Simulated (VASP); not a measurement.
Input of a VASP 6.6.1 run:

The input INCAR:

```
SYSTEM = GaAs
  PREC = Accurate
  ENCUT = 520
  EDIFF = 1E-6
  ISMEAR = -1
  SIGMA = 0.08
  LREAL = .FALSE.
  LASPH = .TRUE.
  NELM = 80
  ALGO = Normal
  ISIF = 2
  LWAVE = .FALSE.
  LCHARG = .FALSE.
  GGA = PS
  NBANDS = 16
```

The input KPOINTS:

```
regular mesh
0
G
  10 10 10
  0 0 0
```

POSCAR

```
GaAs
1.0
    0.0000000000      2.7886446409      2.7886446409
    2.7886446409      0.0000000000      2.7886446409
    2.7886446409      2.7886446409      0.0000000000
Ga As
1 1
Direct
    0.0000000000      0.0000000000      0.0000000000
    0.7500000000      0.7500000000      0.7500000000
```

Potentials or basis: VASP PAW PBE potentials, release 64 (Ga_d, As).

Command:

```console
$ cat potpaw_PBE.64/Ga_d/POTCAR potpaw_PBE.64/As/POTCAR > POTCAR
$ mpirun -np 1 vasp_std > vasp.out
```

(1) Estimate the pressure.

(2) What does it give for the band gap on the k mesh?

Answers

(1) 3.5 GPa.

(2) 0.77 eV.

Caveat: the cell stands under pressure; semilocal functionals underestimate gaps, and a narrow one can read as zero; the PAW data sets were made with another functional, which shifts forces and pressure a little.
